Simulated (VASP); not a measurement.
Write the native input for VASP 6.6.1 that does the following.

* Task: single point
* Functional: PBE
* Potentials or basis: VASP PAW PBE potentials, release 64 (As, B)
* Cutoff: 520 eV
* k mesh: 10 × 10 × 10
* Occupations: gaussian, width 0.014 eV
* Spin: no spin polarisation
* Dipole correction: no
* Further INCAR settings: ALGO = Normal; EDIFF = 1e-06; NBANDS = 11

The structure of BAs lies in POSCAR:

```
BAs
1.0
    0.0000000000      2.3885000000      2.3885000000
    2.3885000000      0.0000000000      2.3885000000
    2.3885000000      2.3885000000      0.0000000000
As B
1 1
Direct
    0.7500000000      0.7500000000      0.7500000000
    0.0000000000      0.0000000000      0.0000000000
```

The input as run:

INCAR

```
SYSTEM = BAs
PREC = Accurate ; ENCUT = 520
EDIFF = 1E-6 ; ISMEAR = 0
SIGMA = 0.014 ; LREAL = .FALSE.
LASPH = .TRUE. ; NELM = 60
ALGO = Normal ; ISIF = 2
LWAVE = .FALSE. ; LCHARG = .FALSE.
GGA = PE ; NBANDS = 11
```

KPOINTS

```
regular mesh
0
G
  10 10 10
  0 0 0
```

Potentials or basis: VASP PAW PBE potentials, release 64 (As, B).

Launch:

```console
$ cat potpaw_PBE.64/As/POTCAR potpaw_PBE.64/B/POTCAR > POTCAR
$ mpirun -np 1 vasp_std > vasp.out
```

Results of the run:

```yaml
Pressure: 3.4 GPa
Band_gap_on_the_k_mesh: 1.18 eV, indirect (least direct gap 3.28 eV)
```

Run time: 9.5 s on 1 thread of Intel Xeon 6975P-C (shared host), peak memory 0.16 GiB.
